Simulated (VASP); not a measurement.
# NaHgF3 (Pm-3m) in VASP: settings compared

Aim: see how the results for NaHgF3 move with the level of theory and the settings. Levels: PBE, r2SCAN. Tasks: single point.

Program: VASP 6.6.1. These are calculated values, not measurements. Logs are shortened: lines on timing, memory, paths and dates and some standing lists are left out, and cuts for length are marked.

## 1. The cell of the first run

Symmetry: Pm-3m, No. 221, cubic system. The conventional cell has a = 4.650 Å, b = 4.650 Å, c = 4.650 Å, α = 90.00°, β = 90.00°, γ = 90.00°. Na (site symmetry m-3m) has 12 F at 3.29 Å and 8 Hg at 4.03 Å within 4.3 Å. Within 3.1 Å of Hg (site symmetry m-3m) lie 6 F at 2.33 Å. F (site symmetry 4/mmm) has 2 Hg at 2.33 Å within 3.1 Å.

## 2. Single point, PBE (20.11 Å³/atom)

Contents of INCAR:

```
PREC     = Accurate       # precision mode
ENCUT    = 520            # plane-wave cutoff, eV
EDIFF    = 1E-7           # SCF threshold, eV
ISMEAR   = 0              # smearing method
SIGMA    = 0.01           # smearing width, eV
LREAL    = F              # projectors in reciprocal space
LASPH    = T              # aspherical terms in the spheres
NELM     = 100            # most SCF steps
ALGO     = Normal         # electronic algorithm
ISIF     = 2              # what is computed and relaxed
LWAVE    = F              # write WAVECAR
LCHARG   = F              # write CHGCAR
GGA      = PE             # functional
NBANDS   = 28             # bands
```

Contents of KPOINTS:

```
Automatic mesh
0
Gamma
  6 6 6
```

Contents of POSCAR:

```
NaHgF3
1.0
    4.6504482173      0.0000000000      0.0000000000
    0.0000000000      4.6504482173      0.0000000000
    0.0000000000      0.0000000000      4.6504482173
Na Hg F
1 1 3
Direct
    0.0000000000      0.0000000000      0.0000000000
    0.5000000000      0.5000000000      0.5000000000
    0.5000000000      0.5000000000      0.0000000000
    0.5000000000      0.0000000000      0.5000000000
    0.0000000000      0.5000000000      0.5000000000
```

Potentials or basis: VASP PAW PBE potentials, release 64 (Na_pv, Hg, F).

Launch:

```sh
$ cat potpaw_PBE.64/Na_pv/POTCAR potpaw_PBE.64/Hg/POTCAR potpaw_PBE.64/F/POTCAR > POTCAR
$ mpirun -np 1 vasp_std > vasp.out
```

OUTCAR:

```text
PREC = Accurate
   ENCUT = 520
   EDIFF = 1E-7
   ISMEAR = 0
   LREAL = F
   LASPH = T
   NELM = 100
   ISIF = 2
   GGA = PE

 ion  position               nearest neighbor table
   1  0.000  0.000  0.000-
   2  0.500  0.500  0.500-   3 2.33   4 2.33   5 2.33   3 2.33   4 2.33   5 2.33
   3  0.500  0.500  0.000-   2 2.33   2 2.33
   4  0.500  0.000  0.500-   2 2.33   2 2.33
   5  0.000  0.500  0.500-   2 2.33   2 2.33

  LATTYP: Found a simple cubic cell.
 ALAT       =     4.6504482173

  Lattice vectors:

 A1 = (   4.6504482173,   0.0000000000,   0.0000000000)
 A2 = (   0.0000000000,   4.6504482173,   0.0000000000)
 A3 = (   0.0000000000,   0.0000000000,   4.6504482173)

Analysis of symmetry for initial positions (statically):
=====================================================================
 Subroutine PRICEL returns:
 Original cell was already a primitive cell.

 Routine SETGRP: Setting up the symmetry group for a
 simple cubic supercell.

 Subroutine GETGRP returns: Found 48 space group operations
 (whereof 48 operations were pure point group operations)
 out of a pool of 48 trial point group operations.

The static configuration has the point symmetry O_h .

Analysis of symmetry for dynamics (positions and initial velocities):
=====================================================================
 Subroutine PRICEL returns:
 Original cell was already a primitive cell.

 Routine SETGRP: Setting up the symmetry group for a
 simple cubic supercell.

 Subroutine GETGRP returns: Found 48 space group operations
 (whereof 48 operations were pure point group operations)
 out of a pool of 48 trial point group operations.

The dynamic configuration has the point symmetry O_h .

 Subroutine INISYM returns: Found 48 space group operations
 (whereof 48 operations are pure point group operations),
 and found     1 'primitive' translations

----------------------------------------------------------------------------------------

                                     Primitive cell

  volume of cell :     100.5737

  direct lattice vectors                    reciprocal lattice vectors
[... 83 lines left out ...]
   LNONCOLLINEAR =      F non collinear calculations
   LSORBIT =      F    spin-orbit coupling
   LASPH  =      T    aspherical Exc in radial PAW
   ENCUT  =  520.0 eV  38.22 Ry    6.18 a.u.   8.65  8.65  8.65*2*pi/ulx,y,z
   NELM   =    100;   NELMIN=  2; NELMDL= -5     # of ELM steps
   EDIFF  = 0.1E-06   stopping-criterion for ELM
   LREAL  =      F    real-space projection
   EDIFFG = 0.1E-05   stopping-criterion for IOM
   NSW    =      0    number of steps for IOM
   IBRION =     -1    ionic relax: 0-MD 1-quasi-New 2-CG
   NFREE  =      0    steps in history (QN), initial steepest desc. (CG)
   ISIF   =      2    stress and relaxation
   ISYM   =      2    0-nonsym 1-usesym 2-fastsym
   POTIM  = 0.5000    time-step for ionic-motion
   TEBEG  =    0.0;   TEEND  =   0.0 temperature during run
   PSTRESS=    0.0 pullay stress
   NELECT =      40.0000    total number of electrons
   NUPDOWN=      -1.0000    fix difference up-down
   EMIN   =  10.00;   EMAX   =-10.00  energy-range for DOS
   EFERMI =   0.00;   METHOD = LEGACY
   ISMEAR =     0;   SIGMA  =   0.01  broadening in eV -4-tet -1-fermi 0-gaus
   EFERMI_NEDOS =   21; number of points for ismear=-14 and -15
   IALGO  =     38    algorithm
   IMIX   =      4    mixing-type and parameters
     AMIX     =   0.40;   BMIX     =  1.00
     AMIX_MAG =   1.60;   BMIX_MAG =  1.00
  volume/ion in A,a.u.               =      20.11       135.74
  Fermi-wavevector in a.u.,A,eV,Ry     =   1.203927  2.275091 19.720819  1.449439
  Thomas-Fermi vector in A             =   2.339666
   LORBIT       =      0    0 simple, 1 ext, 2 COOP (PROOUT), +10 PAW based schemes
   GGA     = PE    functional components
   LHFCALC =     F    Hartree Fock is set to
   AEXX    =    0.0000 exact exchange contribution
   IVDW    =     0    specifies the selected vdW correction
   LEPSILON=     F    determine dielectric tensor
   LRPA    =     F    only Hartree local field effects (RPA)
 non-spin polarized calculation
 Gauss-broadening in eV      SIGMA  =   0.01
  energy-cutoff  :      520.00
  volume of cell :      100.57
 maximum number of plane-waves:      2800
 NGX is ok and might be reduce to    36
   NGX = 17   NGY = 17   NGZ = 17

 number of electron      40.0000034 magnetization

 Free energy of the ion-electron system (eV)
  ---------------------------------------------------
  ext. energy  EPLUGINS =         0.00000000
  ---------------------------------------------------
  free energy    TOTEN  =       -15.60323755 eV

  energy without entropy =      -15.60323755  energy(sigma->0) =      -15.60323755

 E-fermi :  -1.6256     XC(G=0):  -7.7905

 val. band max:       -1.7534750727   @ k =   0.5000   0.5000   0.5000
 cond. band min:      -1.3085793821   @ k =   0.0000   0.0000   0.0000
 fundamental gap:      0.4448956906
 Fermi energy:        -1.6256423451

 k-point     1 :       0.0000    0.0000    0.0000
  band No.  band energies     occupation
      1     -24.9155      2.00000
      2     -24.9155      2.00000
      3     -24.9155      2.00000
      4     -22.7888      2.00000
      5     -22.5861      2.00000
      6     -22.5861      2.00000
[... 609 lines left out ...]
     27       6.8568      0.00000
     28       6.8568      0.00000

------------------------ aborting loop because EDIFF is reached ----------------------------------------

  FORCE on cell =-STRESS in cart. coord.  units (eV):
  Direction    XX          YY          ZZ          XY          YZ          ZX
  --------------------------------------------------------------------------------------
  -------------------------------------------------------------------------------------
  Total       -1.5259308     -1.5259308     -1.5259308     -0.0000000     -0.0000000      0.0000000
  in kB      -24.3086576    -24.3086576    -24.3086576     -0.0000000     -0.0000000      0.0000000
  external PRESSURE =     -24.3086576 kB  Pullay stress =       0.0000000 kB

 VOLUME and BASIS-vectors are now :
 -----------------------------------------------------------------------------
  energy-cutoff  :      520.00
  volume of cell :      100.57
      direct lattice vectors                 reciprocal lattice vectors
     4.650448217  0.000000000  0.000000000     0.215033036  0.000000000  0.000000000
     0.000000000  4.650448217  0.000000000     0.000000000  0.215033036  0.000000000
     0.000000000  0.000000000  4.650448217     0.000000000  0.000000000  0.215033036

 POSITION                                       TOTAL-FORCE (eV/Angst)
 -----------------------------------------------------------------------------------
      0.00000      0.00000      0.00000         0.000000      0.000000      0.000000
      2.32522      2.32522      2.32522         0.000000      0.000000      0.000000
      2.32522      2.32522      0.00000         0.000000      0.000000      0.000000
      2.32522      0.00000      2.32522         0.000000      0.000000      0.000000
      0.00000      2.32522      2.32522         0.000000      0.000000      0.000000
 -----------------------------------------------------------------------------------
    total drift:                                0.000000      0.000000      0.000000

  FREE ENERGIE OF THE ION-ELECTRON SYSTEM (eV)
  ---------------------------------------------------
  free  energy   TOTEN  =       -15.6032375453 eV

  energy  without entropy=      -15.6032375453  energy(sigma->0) =      -15.60323755
```

OSZICAR:

```text
N       E                     dE             d eps       ncg     rms          rms(c)
DAV:   1     0.394753831996E+03    0.39475E+03   -0.20695E+04  1136   0.144E+03
DAV:   2     0.148697629392E+02   -0.37988E+03   -0.36133E+03  1260   0.394E+02
DAV:   3    -0.181897282408E+02   -0.33059E+02   -0.32780E+02  1260   0.124E+02
DAV:   4    -0.187654984160E+02   -0.57577E+00   -0.57486E+00  1224   0.177E+01
DAV:   5    -0.187734031310E+02   -0.79047E-02   -0.79043E-02  1188   0.206E+00    0.127E+01
DAV:   6    -0.157263696165E+02    0.30470E+01   -0.10477E+01  1480   0.300E+01    0.910E+00
DAV:   7    -0.156593460401E+02    0.67024E-01   -0.78892E-01  1136   0.721E+00    0.577E+00
DAV:   8    -0.156076466034E+02    0.51699E-01   -0.19959E-01  1152   0.391E+00    0.641E-01
DAV:   9    -0.156029890236E+02    0.46576E-02   -0.26667E-02  1336   0.119E+00    0.303E-01
DAV:  10    -0.156030109449E+02   -0.21921E-04   -0.97718E-04  1152   0.384E-01    0.105E-01
DAV:  11    -0.156032446032E+02   -0.23366E-03   -0.60900E-04  1152   0.175E-01    0.457E-02
DAV:  12    -0.156032353098E+02    0.92933E-05   -0.71692E-05  1216   0.746E-02    0.116E-02
DAV:  13    -0.156032375028E+02   -0.21930E-05   -0.57589E-06  1184   0.190E-02    0.526E-03
DAV:  14    -0.156032375453E+02   -0.42549E-07   -0.38976E-07  1100   0.529E-03
   1 F= -.15603238E+02 E0= -.15603238E+02  d E =-.320240E-74
```

Run time: 25 s. Hardware: 1 thread of AMD EPYC 9R45 (Zen 5), shared host; peak memory 0.2 GiB.

What came out:

```yaml
Free_energy: -15.6032 eV
Pressure: -2.4 GPa
Band_gap_on_the_k_mesh: 0.44 eV (least direct gap 2.46 eV)
```

Levels at points of the mesh, in eV from the valence-band top:
| k point | band 18 | band 19 | band 20 | band 21 | band 22 | band 23 |
| --- | --- | --- | --- | --- | --- | --- |
| (0.00, 0.00, 0.00) | -2.02 | -2.02 | -2.02 | 0.44 | 5.08 | 9.56 |
| (0.50, 0.00, 0.00) | -1.98 | -1.74 | -1.74 | 2.91 | 4.80 | 7.89 |
| (0.50, 0.50, 0.00) | -1.74 | -1.72 | 0.00 | 4.28 | 6.11 | 6.58 |
| (0.50, 0.50, 0.50) | -1.71 | 0.00 | 0.00 | 5.38 | 6.30 | 7.67 |

Caveat: spin-orbit coupling is left out, which moves the levels of the heavy elements. A k mesh can miss the band edges.

## 3. Single point, r2SCAN (17.12 Å³/atom)

This run uses another cell than the first one, of 17.12 Å³/atom.

POSCAR: that of step 2 with these lines changed.

```diff
@@ -2,5 +2,5 @@
 1.0
-    4.6504482173      0.0000000000      0.0000000000
-    0.0000000000      4.6504482173      0.0000000000
-    0.0000000000      0.0000000000      4.6504482173
+    4.4069819749      0.0000000000      0.0000000000
+    0.0000000000      4.4069819749      0.0000000000
+    0.0000000000      0.0000000000      4.4069819749
 Na Hg F
```

Contents of INCAR.step1:

```
ALGO     = Normal         # electronic algorithm
EDIFF    = 1E-4           # SCF threshold, eV
ENCUT    = 520            # plane-wave cutoff, eV
GGA      = PE             # functional
ISMEAR   = 0              # smearing method
LASPH    = True           # aspherical terms in the spheres
LCHARG   = False          # write CHGCAR
LREAL    = False          # projectors in reciprocal space
LWAVE    = True           # write WAVECAR
NBANDS   = 28             # bands
NELM     = 80             # most SCF steps
PREC     = Accurate       # precision mode
SIGMA    = 0.01           # smearing width, eV
```

Contents of INCAR.step2:

```
ALGO     = Normal         # electronic algorithm
EDIFF    = 1E-6           # SCF threshold, eV
ENCUT    = 520            # plane-wave cutoff, eV
ISIF     = 2              # what is computed and relaxed
ISMEAR   = 0              # smearing method
ISTART   = 1            
LASPH    = True           # aspherical terms in the spheres
LCHARG   = False          # write CHGCAR
LMIXTAU  = True         
LREAL    = False          # projectors in reciprocal space
LWAVE    = False          # write WAVECAR
METAGGA  = R2SCAN         # meta-GGA
NBANDS   = 28             # bands
NELM     = 80             # most SCF steps
PREC     = Accurate       # precision mode
SIGMA    = 0.01           # smearing width, eV
```

Contents of KPOINTS:

```
k-points
0
Gamma
  6 6 6
```

Potentials or basis: VASP PAW PBE potentials, release 64 (Na_pv, Hg, F).

Launch:

```sh
$ cat potpaw_PBE.64/Na_pv/POTCAR potpaw_PBE.64/Hg/POTCAR potpaw_PBE.64/F/POTCAR > POTCAR
$ cp INCAR.step1 INCAR
$ mpirun -np 1 vasp_std > vasp.out
$ cp INCAR.step2 INCAR
$ mpirun -np 1 vasp_std > vasp.out
```

Run time: 1.9 min. Hardware: 1 thread of AMD EPYC 9R45 (Zen 5), shared host; peak memory 0.21 GiB.

It converged, with:

- Free energy: -71.5537 eV
- Pressure: 5.1 GPa
- Band gap on the k mesh: 0.70 eV (least direct gap 4.02 eV)

Levels at points of the mesh, in eV from the valence-band top:
```tsv
k point	band 16	band 17	band 18	band 19	band 20	band 21	band 22	band 23	band 24	band 25
(0.00, 0.00, 0.00)	-3.45	-3.45	-3.44	-3.44	-3.44	0.70	5.54	9.88	9.88	10.33
(0.50, 0.00, 0.00)	-3.44	-3.44	-2.77	-2.77	-2.16	3.54	4.96	8.22	10.90	11.17
(0.50, 0.50, 0.00)	-3.06	-2.77	-2.77	-2.71	0.00	5.28	6.57	6.79	6.79	11.01
(0.50, 0.50, 0.50)	-2.69	-2.69	-2.69	0.00	0.00	6.67	6.72	8.15	8.15	8.15
```

Caveat: the cell stands under pressure; the PAW data sets were made with another functional, which shifts forces and pressure a little; spin-orbit coupling is left out, which moves the levels of the heavy elements. A k mesh can miss the band edges.

## 4. Single point, r2SCAN (17.66 Å³/atom)

This run uses another cell than the first one, of 17.66 Å³/atom.

POSCAR: that of step 3 with these lines changed.

```diff
@@ -2,5 +2,5 @@
 1.0
-    4.4069819749      0.0000000000      0.0000000000
-    0.0000000000      4.4069819749      0.0000000000
-    0.0000000000      0.0000000000      4.4069819749
+    4.4533746681      0.0000000000      0.0000000000
+    0.0000000000      4.4533746681      0.0000000000
+    0.0000000000      0.0000000000      4.4533746681
 Na Hg F
```

Contents of INCAR.step1:

```
PREC = Accurate
ENCUT = 520
ISMEAR = 0
SIGMA = 0.01
LREAL = F
LASPH = T
NELM = 100
NBANDS = 28
GGA = PE
ALGO = Normal
EDIFF = 1E-4
LWAVE = T
LCHARG = F
```

Contents of INCAR.step2:

```
PREC = Accurate
ENCUT = 520
EDIFF = 1E-6
ISMEAR = 0
SIGMA = 0.01
LREAL = F
LASPH = T
NELM = 100
ALGO = Normal
ISIF = 2
LWAVE = F
LCHARG = F
METAGGA = R2SCAN
LMIXTAU = T
NBANDS = 28
ISTART = 1
```

Contents of KPOINTS:

```
Automatic mesh
0
Gamma
  6 6 6
```

Launch:

```sh
$ cat potpaw_PBE.64/Na_pv/POTCAR potpaw_PBE.64/Hg/POTCAR potpaw_PBE.64/F/POTCAR > POTCAR
$ cp INCAR.step1 INCAR
$ mpirun -np 1 vasp_std > vasp.out
$ cp INCAR.step2 INCAR
$ mpirun -np 1 vasp_std > vasp.out
```

Wall time 1.9 min (1 thread of AMD EPYC 9R45 (Zen 5), shared host); peak memory 0.21 GiB.

The run converged. Its results:

- Free energy: -71.6227 eV
- Pressure: 2.6 GPa
- Band gap on the k mesh: 0.77 eV (least direct gap 3.94 eV)

Levels at points of the mesh, in eV from the valence-band top:
```
           k point  band 18  band 19  band 20  band 21  band 22  band 23
(0.00, 0.00, 0.00)    -3.17    -3.17    -3.17     0.77     5.60    10.02
(0.50, 0.00, 0.00)    -2.59    -2.59    -2.10     3.52     5.08     8.28
(0.50, 0.50, 0.00)    -2.59    -2.57     0.00     5.19     6.66     6.88
(0.50, 0.50, 0.50)    -2.55     0.00     0.00     6.52     6.85     8.20
```

Caveat: the PAW data sets were made with another functional, which shifts forces and pressure a little; spin-orbit coupling is left out, which moves the levels of the heavy elements. A k mesh can miss the band edges.

## 5. Summary

```csv
level,cell,gap on the mesh (eV),pressure (GPa)
PBE,"a = 4.650 Å, 5 atoms",0.44,-2.4
r2SCAN,"a = 4.407 Å, 5 atoms",0.70,5.1
r2SCAN,"a = 4.453 Å, 5 atoms",0.77,2.6
```

Alike in all rows: task single point; potentials or basis VASP PAW PBE potentials, release 64 (Na_pv, Hg, F); no spin polarisation; k mesh 6 × 6 × 6; cutoff (eV) 520; smearing gaussian 0.01 eV.

Caveats: spin-orbit coupling is left out, which moves the levels of the heavy elements; the PAW data sets were made with another functional, which shifts forces and pressure a little (at least some runs); the cell stands under pressure (at least some runs).

Absolute energies hang on the potentials; compare differences alone.
